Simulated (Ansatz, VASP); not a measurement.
BeCdS4 in VASP and in Ansatz

```
CELL_PARAMETERS angstrom
2.52099 -4.21187 0.00000
2.52099 4.21187 0.00000
0.00000 0.00000 6.44281
ATOMIC_POSITIONS crystal
Be 0.50000 0.50000 0.50000
Cd 0.00000 0.00000 0.00000
S 0.81691 0.55697 0.73765
S 0.18309 0.44303 0.73765
S 0.44303 0.18309 0.26235
S 0.55697 0.81691 0.26235
```

Change from the starting cell: species swapped into the RbBH4 type (C222, No. 21).

Alike in both runs: functional PBE; k mesh 6 × 6 × 4; occupations gaussian, width 0.02 eV; no spin polarisation.

Ansatz relaxed the structure, and its values are those at the end. VASP's run is a single point on that final structure, the one shown.

|  | VASP | Ansatz |
| --- | --- | --- |
| version | VASP 6.6.1 | Ansatz 0.2.0 |
| potentials or method | VASP PAW PBE potentials, release 64 (Be, Cd, S), cutoff 520 eV | scalar-relativistic, plane waves, PAW |
| valence electrons in the cell | 38 | 46 |

Ansatz gave:

| Property | Result |
| --- | --- |
| gap on the k mesh at the Fermi level (eV) | 0.74 |
| least direct gap on the mesh (eV) | 0.93 |
| pressure (GPa) | 0.0 |
| rms of the force components (eV/Å) | 0.003 |

Problem. Estimate VASP's values.

Solution. gap on the k mesh at the Fermi level (eV): 0.77; least direct gap on the mesh (eV): 0.96; pressure (GPa): 0.0; rms of the force components (eV/Å): 0.053.

The functional is the same, so the differences come from potentials, cutoffs and numerics. VASP's potentials hold 38 valence electrons a cell and Ansatz's 46, so a difference there can come from the potentials and not from the codes.
